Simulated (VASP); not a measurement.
# BaZrO3 (Pm-3m) in VASP: notebook

Aim: see how the results for BaZrO3 move with the level of theory and the settings. Levels: PBE, LDA. Tasks: single point.

Program: VASP 6.6.1. These are calculated values, not measurements. Logs are shortened: lines on timing, memory, paths and dates and some standing lists are left out, and cuts for length are marked.

**1. The cell of the first run**

Symmetry: Pm-3m, No. 221, cubic system. Conventional cell: a = 4.205 Å, b = 4.205 Å, c = 4.205 Å, α = 90.00°, β = 90.00°, γ = 90.00°. Within 3.9 Å of Ba (site symmetry m-3m) lie 12 O at 2.97 Å and 8 Zr at 3.64 Å. Zr (site symmetry m-3m) has 6 O at 2.10 Å within 2.8 Å. Within 2.8 Å of O (site symmetry 4/mmm) lie 2 Zr at 2.10 Å.

**2. Single point, PBE**

INCAR reads:

```
SYSTEM = BaZrO3
  PREC = Accurate
  ENCUT = 520
  EDIFF = 1E-6
  ISMEAR = -1
  SIGMA = 0.02
  LREAL = .FALSE.
  LASPH = .TRUE.
  NELM = 80
  ALGO = Normal
  ISIF = 2
  LWAVE = .FALSE.
  LCHARG = .FALSE.
  GGA = PE
  NBANDS = 28
```

KPOINTS reads:

```
regular mesh
0
G
  6 6 6
  0 0 0
```

POSCAR reads:

```
BaZrO3
1.0
    4.2053551806      0.0000000000      0.0000000000
    0.0000000000      4.2053551806      0.0000000000
    0.0000000000      0.0000000000      4.2053551806
Ba Zr O
1 1 3
Direct
    0.0000000000      0.0000000000      0.0000000000
    0.5000000000      0.5000000000      0.5000000000
    0.5000000000      0.5000000000      0.0000000000
    0.5000000000      0.0000000000      0.5000000000
    0.0000000000      0.5000000000      0.5000000000
```

Potentials or basis: VASP PAW PBE potentials, release 64 (Ba_sv, Zr_sv, O).

The run is started by

```bash
cat potpaw_PBE.64/Ba_sv/POTCAR potpaw_PBE.64/Zr_sv/POTCAR potpaw_PBE.64/O/POTCAR > POTCAR
mpirun -np 1 vasp_std > vasp.out
```

OUTCAR:

```text
SYSTEM = BaZrO3
   PREC = Accurate
   ENCUT = 520
   EDIFF = 1E-6
   ISMEAR = -1
   LREAL = .FALSE.
   LASPH = .TRUE.
   NELM = 80
   ISIF = 2
   GGA = PE

 ion  position               nearest neighbor table
   1  0.000  0.000  0.000-   3 2.97   4 2.97   5 2.97   4 2.97   5 2.97   3 2.97   5 2.97   5 2.97
                             3 2.97   4 2.97   4 2.97   3 2.97   2 3.64   2 3.64   2 3.64   2 3.64
   2  0.500  0.500  0.500-   3 2.10   4 2.10   5 2.10   3 2.10   4 2.10   5 2.10   1 3.64   1 3.64
                             1 3.64   1 3.64   1 3.64   1 3.64   1 3.64   1 3.64
   3  0.500  0.500  0.000-   2 2.10   2 2.10   1 2.97   1 2.97   1 2.97   1 2.97
   4  0.500  0.000  0.500-   2 2.10   2 2.10   1 2.97   1 2.97   1 2.97   1 2.97
   5  0.000  0.500  0.500-   2 2.10   2 2.10   1 2.97   1 2.97   1 2.97   1 2.97

  LATTYP: Found a simple cubic cell.
 ALAT       =     4.2053551806

  Lattice vectors:

 A1 = (   4.2053551806,   0.0000000000,   0.0000000000)
 A2 = (   0.0000000000,   4.2053551806,   0.0000000000)
 A3 = (   0.0000000000,   0.0000000000,   4.2053551806)

Analysis of symmetry for initial positions (statically):
=====================================================================
 Subroutine PRICEL returns:
 Original cell was already a primitive cell.

 Routine SETGRP: Setting up the symmetry group for a
 simple cubic supercell.

 Subroutine GETGRP returns: Found 48 space group operations
 (whereof 48 operations were pure point group operations)
 out of a pool of 48 trial point group operations.

The static configuration has the point symmetry O_h .

Analysis of symmetry for dynamics (positions and initial velocities):
=====================================================================
 Subroutine PRICEL returns:
 Original cell was already a primitive cell.

 Routine SETGRP: Setting up the symmetry group for a
 simple cubic supercell.

 Subroutine GETGRP returns: Found 48 space group operations
 (whereof 48 operations were pure point group operations)
 out of a pool of 48 trial point group operations.

The dynamic configuration has the point symmetry O_h .

 Subroutine INISYM returns: Found 48 space group operations
 (whereof 48 operations are pure point group operations),
 and found     1 'primitive' translations

----------------------------------------------------------------------------------------

                                     Primitive cell

  volume of cell :      74.3718

  direct lattice vectors                    reciprocal lattice vectors
     4.205355181  0.000000000  0.000000000     0.237792043  0.000000000  0.000000000
     0.000000000  4.205355181  0.000000000     0.000000000  0.237792043  0.000000000
     0.000000000  0.000000000  4.205355181     0.000000000  0.000000000  0.237792043

  length of vectors
     4.205355181  4.205355181  4.205355181     0.237792043  0.237792043  0.237792043

  position of ions in fractional coordinates (direct lattice)
     0.000000000  0.000000000  0.000000000
     0.500000000  0.500000000  0.500000000
     0.500000000  0.500000000  0.000000000
     0.500000000  0.000000000  0.500000000
     0.000000000  0.500000000  0.500000000

  ion indices of the primitive-cell ions
   primitive index   ion index
                 1           1
                 2           2
                 3           3
                 4           4
                 5           5

----------------------------------------------------------------------------------------

 KPOINTS: regular mesh

Automatic generation of k-mesh.
 Grid dimensions read from file:
 generate k-points for:    6    6    6

 Generating k-lattice:

  Cartesian coordinates                     Fractional coordinates (reciprocal lattice)
     0.039632007  0.000000000  0.000000000     0.166666667  0.000000000  0.000000000
     0.000000000  0.039632007  0.000000000     0.000000000  0.166666667  0.000000000
     0.000000000  0.000000000  0.039632007     0.000000000  0.000000000  0.166666667

  Length of vectors
     0.039632007  0.039632007  0.039632007

  Shift w.r.t. Gamma in fractional coordinates (k-lattice)
     0.000000000  0.000000000  0.000000000

 Subroutine IBZKPT returns following result:
 ===========================================

 Found     20 irreducible k-points:

 Following reciprocal coordinates:
            Coordinates               Weight
  0.000000  0.000000  0.000000      1.000000
  0.166667  0.000000  0.000000      6.000000
  0.333333  0.000000  0.000000      6.000000
  0.500000  0.000000  0.000000      3.000000
  0.166667  0.166667  0.000000     12.000000
  0.333333  0.166667  0.000000     24.000000
[... 12 lines left out ...]
  0.500000  0.500000  0.333333      6.000000
  0.500000  0.500000  0.500000      1.000000
   k-points           NKPTS =     20   k-points in BZ     NKDIM =     20   number of bands    NBANDS=     28
   number of dos      NEDOS =    301   number of ions     NIONS =      5
   total plane-waves  NPLWV =  32768
   dimension x,y,z NGX =    32 NGY =   32 NGZ =   32
   dimension x,y,z NGXF=    64 NGYF=   64 NGZF=   64
   ions per type =               1   1   3
   NGX,Y,Z   is equivalent  to a cutoff of  12.65, 12.65, 12.65 a.u.
   NGXF,Y,Z  is equivalent  to a cutoff of  25.30, 25.30, 25.30 a.u.
 SYSTEM =  BaZrO3
   PREC   = accura    normal or accurate (medium, high low for compatibility)
   ISTART =      0    job   : 0-new  1-cont  2-samecut
   ICHARG =      2    charge: 1-file 2-atom 10-const
   ISPIN  =      1    spin polarized calculation?
   LNONCOLLINEAR =      F non collinear calculations
   LSORBIT =      F    spin-orbit coupling
   LASPH  =      T    aspherical Exc in radial PAW
   ENCUT  =  520.0 eV  38.22 Ry    6.18 a.u.   7.82  7.82  7.82*2*pi/ulx,y,z
   NELM   =     80;   NELMIN=  2; NELMDL= -5     # of ELM steps
   EDIFF  = 0.1E-05   stopping-criterion for ELM
   LREAL  =      F    real-space projection
   EDIFFG = 0.1E-04   stopping-criterion for IOM
   NSW    =      0    number of steps for IOM
   IBRION =     -1    ionic relax: 0-MD 1-quasi-New 2-CG
   NFREE  =      0    steps in history (QN), initial steepest desc. (CG)
   ISIF   =      2    stress and relaxation
   ISYM   =      2    0-nonsym 1-usesym 2-fastsym
   POTIM  = 0.5000    time-step for ionic-motion
   TEBEG  =    0.0;   TEEND  =   0.0 temperature during run
   PSTRESS=    0.0 pullay stress
   NELECT =      40.0000    total number of electrons
   NUPDOWN=      -1.0000    fix difference up-down
   EMIN   =  10.00;   EMAX   =-10.00  energy-range for DOS
   EFERMI =   0.00;   METHOD = LEGACY
   ISMEAR =    -1;   SIGMA  =   0.02  broadening in eV -4-tet -1-fermi 0-gaus
   EFERMI_NEDOS =   21; number of points for ismear=-14 and -15
   IALGO  =     38    algorithm
   IMIX   =      4    mixing-type and parameters
     AMIX     =   0.40;   BMIX     =  1.00
     AMIX_MAG =   1.60;   BMIX_MAG =  1.00
  volume/ion in A,a.u.               =      14.87       100.38
  Fermi-wavevector in a.u.,A,eV,Ry     =   1.331350  2.515886 24.116218  1.772492
  Thomas-Fermi vector in A             =   2.460367
   LORBIT       =      0    0 simple, 1 ext, 2 COOP (PROOUT), +10 PAW based schemes
   GGA     = PE    functional components
   LHFCALC =     F    Hartree Fock is set to
   AEXX    =    0.0000 exact exchange contribution
   IVDW    =     0    specifies the selected vdW correction
   LEPSILON=     F    determine dielectric tensor
   LRPA    =     F    only Hartree local field effects (RPA)
 non-spin polarized calculation
  energy-cutoff  :      520.00
  volume of cell :       74.37
 maximum number of plane-waves:      2016
 NGX is ok and might be reduce to    32
   NGX = 15   NGY = 15   NGZ = 15

 number of electron      39.9999994 magnetization

 Free energy of the ion-electron system (eV)
  ---------------------------------------------------
  ext. energy  EPLUGINS =         0.00000000
  ---------------------------------------------------
  free energy    TOTEN  =       -41.70662637 eV

  energy without entropy =      -41.70662637  energy(sigma->0) =      -41.70662637

 E-fermi :   4.1905     XC(G=0): -10.7207

 val. band max:        3.7181192279   @ k =   0.5000   0.5000   0.5000
 cond. band min:       6.8851956372   @ k =   0.0000   0.0000   0.0000
 fundamental gap:      3.1670764093
 Fermi energy:         4.1904563923

 k-point     1 :       0.0000    0.0000    0.0000
  band No.  band energies     occupation
      1     -43.3638      2.00000
      2     -21.6289      2.00000
      3     -21.5114      2.00000
      4     -21.5114      2.00000
      5     -21.5114      2.00000
      6     -12.6364      2.00000
[... 20 lines left out ...]
     27      11.0594      0.00000
     28      11.0594      0.00000

 k-point     2 :       0.1667    0.0000    0.0000
  band No.  band energies     occupation
      1     -43.3630      2.00000
      2     -21.7083      2.00000
      3     -21.5097      2.00000
      4     -21.5097      2.00000
      5     -21.4783      2.00000
      6     -12.6400      2.00000
[... 20 lines left out ...]
     27      11.0603      0.00000
     28      11.8487      0.00000

 k-point     3 :       0.3333    0.0000    0.0000
  band No.  band energies     occupation
      1     -43.3614      2.00000
      2     -21.8359      2.00000
      3     -21.5064      2.00000
      4     -21.5064      2.00000
      5     -21.4388      2.00000
      6     -12.7385      2.00000
[... 20 lines left out ...]
     27      11.2732      0.00000
     28      11.4624      0.00000

 k-point     4 :       0.5000    0.0000    0.0000
  band No.  band energies     occupation
      1     -43.3606      2.00000
      2     -21.8940      2.00000
      3     -21.5048      2.00000
      4     -21.5048      2.00000
      5     -21.4225      2.00000
      6     -12.7952      2.00000
[... 20 lines left out ...]
     27      11.0388      0.00000
     28      12.1704      0.00000

 k-point     5 :       0.1667    0.1667    0.0000
  band No.  band energies     occupation
      1     -43.3622      2.00000
      2     -21.7256      2.00000
      3     -21.5713      2.00000
      4     -21.5081      2.00000
      5     -21.4464      2.00000
      6     -12.5899      2.00000
[... 20 lines left out ...]
     27      11.4947      0.00000
     28      11.7804      0.00000

 k-point     6 :       0.3333    0.1667    0.0000
  band No.  band energies     occupation
      1     -43.3606      2.00000
      2     -21.8122      2.00000
      3     -21.5809      2.00000
      4     -21.5049      2.00000
      5     -21.4396      2.00000
      6     -12.6282      2.00000
[... 339 lines left out ...]
      5     -21.4941      2.00000
      6     -11.8749      2.00000
[... 20 lines left out ...]
     27      11.9536      0.00000
     28      11.9536      0.00000

 k-point    18 :       0.5000    0.3333    0.3333
  band No.  band energies     occupation
      1     -43.3559      2.00000
      2     -21.7515      2.00000
      3     -21.6805      2.00000
      4     -21.6787      2.00000
      5     -21.5094      2.00000
      6     -11.8170      2.00000
[... 20 lines left out ...]
     27      11.9162      0.00000
     28      12.5954      0.00000

 k-point    19 :       0.5000    0.5000    0.3333
  band No.  band energies     occupation
      1     -43.3551      2.00000
      2     -21.7363      2.00000
      3     -21.7363      2.00000
      4     -21.6775      2.00000
      5     -21.5143      2.00000
      6     -11.7231      2.00000
[... 20 lines left out ...]
     27      12.1740      0.00000
     28      12.9156      0.00000

 k-point    20 :       0.5000    0.5000    0.5000
  band No.  band energies     occupation
      1     -43.3543      2.00000
      2     -21.7340      2.00000
      3     -21.7340      2.00000
      4     -21.7340      2.00000
      5     -21.5057      2.00000
      6     -11.4498      2.00000
[... 20 lines left out ...]
     27      12.7961      0.00000
     28      12.7961      0.00000

------------------------ aborting loop because EDIFF is reached ----------------------------------------

  FORCE on cell =-STRESS in cart. coord.  units (eV):
  Direction    XX          YY          ZZ          XY          YZ          ZX
  --------------------------------------------------------------------------------------
  -------------------------------------------------------------------------------------
  Total        1.5839022      1.5839022      1.5839022     -0.0000000      0.0000000     -0.0000000
  in kB       34.1217185     34.1217185     34.1217185     -0.0000000      0.0000000     -0.0000000
  external PRESSURE =      34.1217185 kB  Pullay stress =       0.0000000 kB

 VOLUME and BASIS-vectors are now :
 -----------------------------------------------------------------------------
  energy-cutoff  :      520.00
  volume of cell :       74.37
      direct lattice vectors                 reciprocal lattice vectors
     4.205355181  0.000000000  0.000000000     0.237792043  0.000000000  0.000000000
     0.000000000  4.205355181  0.000000000     0.000000000  0.237792043  0.000000000
     0.000000000  0.000000000  4.205355181     0.000000000  0.000000000  0.237792043

 POSITION                                       TOTAL-FORCE (eV/Angst)
 -----------------------------------------------------------------------------------
      0.00000      0.00000      0.00000         0.000000      0.000000      0.000000
      2.10268      2.10268      2.10268         0.000000      0.000000      0.000000
      2.10268      2.10268      0.00000         0.000000      0.000000      0.000000
      2.10268      0.00000      2.10268         0.000000      0.000000      0.000000
      0.00000      2.10268      2.10268         0.000000      0.000000      0.000000
 -----------------------------------------------------------------------------------
    total drift:                                0.000000     -0.000000     -0.000000

  FREE ENERGIE OF THE ION-ELECTRON SYSTEM (eV)
  ---------------------------------------------------
  free  energy   TOTEN  =       -41.7066263730 eV

  energy  without entropy=      -41.7066263730  energy(sigma->0) =      -41.70662637
```

It took 14 s on 1 thread of Intel Xeon 6975P-C (Granite Rapids), shared host; peak memory 0.19 GiB.

What came out:

```yaml
Free_energy: -41.7066 eV
Pressure: 3.4 GPa
Band_gap_on_the_k_mesh: 3.17 eV, indirect (least direct gap 3.40 eV)
```

Levels at points of the mesh, in eV from the valence-band top:
```
           k point  band 17  band 18  band 19  band 20  band 21  band 22  band 23  band 24
(0.00, 0.00, 0.00)    -0.97    -0.24    -0.24    -0.24     3.17     3.17     3.17     4.64
(0.50, 0.00, 0.00)    -1.72    -1.65    -0.47    -0.47     3.60     5.64     5.64     6.39
(0.50, 0.50, 0.00)    -0.93    -0.93    -0.81    -0.08     5.61     5.61     6.40     6.44
(0.50, 0.50, 0.50)    -2.53     0.00     0.00     0.00     5.94     5.94     5.94     6.91
```

Caveat: spin-orbit coupling is left out, which moves the levels of the heavy elements. As with any semilocal functional, this PBE gap is likely too small.

(Continued in part 2 of 2.)
